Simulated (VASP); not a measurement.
# LiCl (Fm-3m) in VASP: further runs

The runs below take LiCl through single point, with PBE.

Everything below comes from runs of VASP 6.6.1. Logs are shortened: lines on timing, memory, paths and dates and some standing lists are left out, and cuts for length are marked.

## Step 1: The cell of the first run

Symmetry: Fm-3m, No. 225, cubic system. The conventional cell has a = 5.130 Å, b = 5.130 Å, c = 5.130 Å, α = 90.00°, β = 90.00°, γ = 90.00°. Li (site symmetry m-3m) has 6 Cl at 2.56 Å within 3.4 Å. Within 3.4 Å of Cl (site symmetry m-3m) lie 6 Li at 2.56 Å.

## Step 2: Single point, PBE

File INCAR:

```
ALGO = Normal ; EDIFF = 1E-6
ENCUT = 750 ; GGA = PE
GGA_COMPAT = F ; ISIF = 2
ISMEAR = 0 ; LASPH = T
LCHARG = F ; LREAL = F
LWAVE = F ; NBANDS = 12
NELM = 120 ; PREC = Accurate
SIGMA = 0.01
```

File KPOINTS:

```
k-points
0
Gamma
  5 5 5
```

File POSCAR:

```
LiCl
1.0
    0.0000000000      2.5647700000      2.5647700000
    2.5647700000      0.0000000000      2.5647700000
    2.5647700000      2.5647700000      0.0000000000
Li Cl
1 1
Direct
    0.0000000000      0.0000000000      0.0000000000
    0.5000000000      0.5000000000      0.5000000000
```

Potentials or basis: VASP PAW PBE potentials, release 64 (Li_sv, Cl).

Launch:

```sh
> cat potpaw_PBE.64/Li_sv/POTCAR potpaw_PBE.64/Cl/POTCAR > POTCAR
> mpirun -np 1 vasp_std > vasp.out
```

OUTCAR:

```text
EDIFF = 1E-6
   ENCUT = 750
   GGA = PE
   ISIF = 2
   ISMEAR = 0
   LASPH = T
   LREAL = F
   NELM = 120
   PREC = Accurate

 ion  position               nearest neighbor table
   1  0.000  0.000  0.000-   2 2.56   2 2.56   2 2.56   2 2.56   2 2.56   2 2.56
   2  0.500  0.500  0.500-   1 2.56   1 2.56   1 2.56   1 2.56   1 2.56   1 2.56

  LATTYP: Found a face centered cubic cell.
 ALAT       =     5.1295400000

  Lattice vectors:

 A1 = (   0.0000000000,   2.5647700000,   2.5647700000)
 A2 = (   2.5647700000,   0.0000000000,   2.5647700000)
 A3 = (   2.5647700000,   2.5647700000,   0.0000000000)

Analysis of symmetry for initial positions (statically):
=====================================================================
 Subroutine PRICEL returns:
 Original cell was already a primitive cell.

 Routine SETGRP: Setting up the symmetry group for a
 face centered cubic supercell.

 Subroutine GETGRP returns: Found 48 space group operations
 (whereof 48 operations were pure point group operations)
 out of a pool of 48 trial point group operations.

The static configuration has the point symmetry O_h .

Analysis of symmetry for dynamics (positions and initial velocities):
=====================================================================
 Subroutine PRICEL returns:
 Original cell was already a primitive cell.

 Routine SETGRP: Setting up the symmetry group for a
 face centered cubic supercell.

 Subroutine GETGRP returns: Found 48 space group operations
 (whereof 48 operations were pure point group operations)
 out of a pool of 48 trial point group operations.

The dynamic configuration has the point symmetry O_h .

 Subroutine INISYM returns: Found 48 space group operations
 (whereof 48 operations are pure point group operations),
 and found     1 'primitive' translations

----------------------------------------------------------------------------------------

                                     Primitive cell

  volume of cell :      33.7423

  direct lattice vectors                    reciprocal lattice vectors
     0.000000000  2.564770000  2.564770000    -0.194949255  0.194949255  0.194949255
     2.564770000  0.000000000  2.564770000     0.194949255 -0.194949255  0.194949255
     2.564770000  2.564770000  0.000000000     0.194949255  0.194949255 -0.194949255

  length of vectors
     3.627132518  3.627132518  3.627132518     0.337662014  0.337662014  0.337662014

[... 73 lines left out ...]
   POTIM  = 0.5000    time-step for ionic-motion
   TEBEG  =    0.0;   TEEND  =   0.0 temperature during run
   PSTRESS=    0.0 pullay stress
   NELECT =      10.0000    total number of electrons
   NUPDOWN=      -1.0000    fix difference up-down
   EMIN   =  10.00;   EMAX   =-10.00  energy-range for DOS
   EFERMI =   0.00;   METHOD = LEGACY
   ISMEAR =     0;   SIGMA  =   0.01  broadening in eV -4-tet -1-fermi 0-gaus
   EFERMI_NEDOS =   21; number of points for ismear=-14 and -15
   IALGO  =     38    algorithm
   IMIX   =      4    mixing-type and parameters
     AMIX     =   0.40;   BMIX     =  1.00
     AMIX_MAG =   1.60;   BMIX_MAG =  1.00
  volume/ion in A,a.u.               =      16.87       113.85
  Fermi-wavevector in a.u.,A,eV,Ry     =   1.091482  2.062601 16.209056  1.191332
  Thomas-Fermi vector in A             =   2.227728
   LORBIT       =      0    0 simple, 1 ext, 2 COOP (PROOUT), +10 PAW based schemes
   GGA     = PE    functional components
   LHFCALC =     F    Hartree Fock is set to
   AEXX    =    0.0000 exact exchange contribution
   IVDW    =     0    specifies the selected vdW correction
   LEPSILON=     F    determine dielectric tensor
   LRPA    =     F    only Hartree local field effects (RPA)
 non-spin polarized calculation
 Gauss-broadening in eV      SIGMA  =   0.01
  energy-cutoff  :      750.00
  volume of cell :       33.74
 maximum number of plane-waves:      1596
   NGX = 17   NGY = 17   NGZ = 17

 number of electron      10.0000002 magnetization

 Free energy of the ion-electron system (eV)
  ---------------------------------------------------
  ext. energy  EPLUGINS =         0.00000000
  ---------------------------------------------------
  free energy    TOTEN  =        -7.38245836 eV

  energy without entropy =       -7.38245836  energy(sigma->0) =       -7.38245836

 E-fermi :   0.7153     XC(G=0):  -8.7301

 val. band max:        0.5794604811   @ k =   0.0000   0.0000   0.0000
 cond. band min:       6.9128249533   @ k =   0.0000   0.0000   0.0000
 fundamental gap:      6.3333644723
 Fermi energy:         0.7153348156

 k-point     1 :       0.0000    0.0000    0.0000
  band No.  band energies     occupation
      1     -42.9363      2.00000
      2     -12.8174      2.00000
      3       0.5795      2.00000
      4       0.5795      2.00000
      5       0.5795      2.00000
      6       6.9128      0.00000
      7      12.5179      0.00000
      8      12.5179      0.00000
      9      12.5179      0.00000
     10      15.1092      0.00000
     11      15.1093      0.00000
     12      15.2023      0.00000
[... 121 lines left out ...]
 k-point    10 :      -0.4000    0.4000    0.2000
  band No.  band energies     occupation
      1     -42.9330      2.00000
      2     -12.0718      2.00000
      3      -1.7459      2.00000
      4      -1.1447      2.00000
      5      -0.2832      2.00000
      6       9.7968      0.00000
      7      10.2004      0.00000
      8      10.4530      0.00000
      9      12.3123      0.00000
     10      15.4538      0.00000
     11      17.1141      0.00000
     12      19.3254      0.00000

------------------------ aborting loop because EDIFF is reached ----------------------------------------

  FORCE on cell =-STRESS in cart. coord.  units (eV):
  Direction    XX          YY          ZZ          XY          YZ          ZX
  --------------------------------------------------------------------------------------
  -------------------------------------------------------------------------------------
  Total        0.0695688      0.0695688      0.0695688      0.0000000      0.0000000     -0.0000000
  in kB        3.3033128      3.3033128      3.3033128      0.0000000      0.0000000     -0.0000000
  external PRESSURE =       3.3033128 kB  Pullay stress =       0.0000000 kB

 VOLUME and BASIS-vectors are now :
 -----------------------------------------------------------------------------
  energy-cutoff  :      750.00
  volume of cell :       33.74
      direct lattice vectors                 reciprocal lattice vectors
     0.000000000  2.564770000  2.564770000    -0.194949255  0.194949255  0.194949255
     2.564770000  0.000000000  2.564770000     0.194949255 -0.194949255  0.194949255
     2.564770000  2.564770000  0.000000000     0.194949255  0.194949255 -0.194949255

 POSITION                                       TOTAL-FORCE (eV/Angst)
 -----------------------------------------------------------------------------------
      0.00000      0.00000      0.00000        -0.000000     -0.000000     -0.000000
      2.56477      2.56477      2.56477         0.000000      0.000000      0.000000
 -----------------------------------------------------------------------------------
    total drift:                               -0.000000     -0.000000      0.000000

  FREE ENERGIE OF THE ION-ELECTRON SYSTEM (eV)
  ---------------------------------------------------
  free  energy   TOTEN  =        -7.3824583587 eV

  energy  without entropy=       -7.3824583587  energy(sigma->0) =       -7.38245836
```

OSZICAR:

```text
N       E                     dE             d eps       ncg     rms          rms(c)
DAV:   1     0.452840010623E+02    0.45284E+02   -0.50287E+03   240   0.993E+02
DAV:   2    -0.484177590891E+01   -0.50126E+02   -0.47523E+02   324   0.160E+02
DAV:   3    -0.737580655387E+01   -0.25340E+01   -0.25256E+01   316   0.373E+01
DAV:   4    -0.744664828969E+01   -0.70842E-01   -0.70810E-01   340   0.596E+00
DAV:   5    -0.744719628058E+01   -0.54799E-03   -0.54798E-03   324   0.566E-01    0.239E+00
DAV:   6    -0.737699733497E+01    0.70199E-01   -0.15393E-01   300   0.180E+00    0.171E+00
DAV:   7    -0.737834156997E+01   -0.13442E-02   -0.48018E-02   364   0.118E+00    0.923E-01
DAV:   8    -0.738242190014E+01   -0.40803E-02   -0.65685E-03   304   0.588E-01    0.153E-01
DAV:   9    -0.738239511801E+01    0.26782E-04   -0.18615E-04   288   0.980E-02    0.578E-02
DAV:  10    -0.738246207039E+01   -0.66952E-04   -0.11524E-04   292   0.717E-02    0.523E-02
DAV:  11    -0.738245836945E+01    0.37009E-05   -0.13859E-05   316   0.224E-02    0.160E-03
DAV:  12    -0.738245835874E+01    0.10708E-07   -0.55213E-07   260   0.546E-03
   1 F= -.73824584E+01 E0= -.73824584E+01  d E =-.897219E-84
```

It took 7.7 s on 1 thread of Intel Xeon 8259CL, shared host; peak memory 0.17 GiB.

Results:

* Free energy: -7.3825 eV
* Pressure: 0.3 GPa
* Band gap on the k mesh: 6.33 eV, direct

Caveat: the k points lie up to 0.42 Å⁻¹ apart.

## Step 3: Single point, PBE

File INCAR:

```
SYSTEM = LiCl
PREC = Accurate
ENCUT = 750
EDIFF = 1E-6
ISMEAR = 0
SIGMA = 0.01
LREAL = .FALSE.
LASPH = .TRUE.
NELM = 120
ALGO = Normal
ISIF = 2
LWAVE = .FALSE.
LCHARG = .FALSE.
GGA = PE
NBANDS = 12
GGA_COMPAT = .FALSE.
```

File KPOINTS:

```
Automatic mesh
0
G
  5 5 5
  0 0 0
```

POSCAR is that of step 2.

Potentials or basis: VASP PAW PBE potentials, release 64 (Li_sv, Cl).

Launch:

```sh
> cat potpaw_PBE.64/Li_sv/POTCAR potpaw_PBE.64/Cl/POTCAR > POTCAR
> mpirun -np 1 vasp_std > vasp.out
```

OUTCAR:

```text
SYSTEM = LiCl
   PREC = Accurate
   ENCUT = 750
   EDIFF = 1E-6
   ISMEAR = 0
   LREAL = .FALSE.
   LASPH = .TRUE.
   NELM = 120
   ISIF = 2
   GGA = PE

 ion  position               nearest neighbor table
   1  0.000  0.000  0.000-   2 2.56   2 2.56   2 2.56   2 2.56   2 2.56   2 2.56
   2  0.500  0.500  0.500-   1 2.56   1 2.56   1 2.56   1 2.56   1 2.56   1 2.56

  LATTYP: Found a face centered cubic cell.
 ALAT       =     5.1295400000

  Lattice vectors:

 A1 = (   0.0000000000,   2.5647700000,   2.5647700000)
 A2 = (   2.5647700000,   0.0000000000,   2.5647700000)
[... 319 lines left out ...]

  FORCE on cell =-STRESS in cart. coord.  units (eV):
  Direction    XX          YY          ZZ          XY          YZ          ZX
  --------------------------------------------------------------------------------------
  -------------------------------------------------------------------------------------
  Total        0.0695688      0.0695688      0.0695688      0.0000000      0.0000000     -0.0000000
  in kB        3.3033128      3.3033128      3.3033128      0.0000000      0.0000000     -0.0000000
  external PRESSURE =       3.3033128 kB  Pullay stress =       0.0000000 kB

 VOLUME and BASIS-vectors are now :
 -----------------------------------------------------------------------------
  energy-cutoff  :      750.00
  volume of cell :       33.74
      direct lattice vectors                 reciprocal lattice vectors
     0.000000000  2.564770000  2.564770000    -0.194949255  0.194949255  0.194949255
     2.564770000  0.000000000  2.564770000     0.194949255 -0.194949255  0.194949255
     2.564770000  2.564770000  0.000000000     0.194949255  0.194949255 -0.194949255

 POSITION                                       TOTAL-FORCE (eV/Angst)
 -----------------------------------------------------------------------------------
      0.00000      0.00000      0.00000        -0.000000     -0.000000     -0.000000
      2.56477      2.56477      2.56477         0.000000      0.000000      0.000000
 -----------------------------------------------------------------------------------
    total drift:                               -0.000000     -0.000000      0.000000

  FREE ENERGIE OF THE ION-ELECTRON SYSTEM (eV)
  ---------------------------------------------------
  free  energy   TOTEN  =        -7.3824583587 eV

  energy  without entropy=       -7.3824583587  energy(sigma->0) =       -7.38245836
```

OSZICAR:

```text
N       E                     dE             d eps       ncg     rms          rms(c)
DAV:   1     0.452840010623E+02    0.45284E+02   -0.50287E+03   240   0.993E+02
DAV:   2    -0.484177590891E+01   -0.50126E+02   -0.47523E+02   324   0.160E+02
DAV:   3    -0.737580655387E+01   -0.25340E+01   -0.25256E+01   316   0.373E+01
DAV:   4    -0.744664828969E+01   -0.70842E-01   -0.70810E-01   340   0.596E+00
DAV:   5    -0.744719628058E+01   -0.54799E-03   -0.54798E-03   324   0.566E-01    0.239E+00
DAV:   6    -0.737699733497E+01    0.70199E-01   -0.15393E-01   300   0.180E+00    0.171E+00
DAV:   7    -0.737834156997E+01   -0.13442E-02   -0.48018E-02   364   0.118E+00    0.923E-01
DAV:   8    -0.738242190014E+01   -0.40803E-02   -0.65685E-03   304   0.588E-01    0.153E-01
DAV:   9    -0.738239511801E+01    0.26782E-04   -0.18615E-04   288   0.980E-02    0.578E-02
DAV:  10    -0.738246207039E+01   -0.66952E-04   -0.11524E-04   292   0.717E-02    0.523E-02
DAV:  11    -0.738245836945E+01    0.37009E-05   -0.13859E-05   316   0.224E-02    0.160E-03
DAV:  12    -0.738245835874E+01    0.10708E-07   -0.55213E-07   260   0.546E-03
   1 F= -.73824584E+01 E0= -.73824584E+01  d E =-.897219E-84
```

Run time: 7.4 s. Hardware: 1 thread of Intel Xeon 8259CL, shared host; peak memory 0.17 GiB.

Results:

```
Free energy            : -7.3825 eV
Pressure               : 0.3 GPa
Band gap on the k mesh : 6.33 eV, direct
```

Caveat: the k points lie up to 0.42 Å⁻¹ apart. PBE gaps usually lie below the measured ones, often by a third to a half.
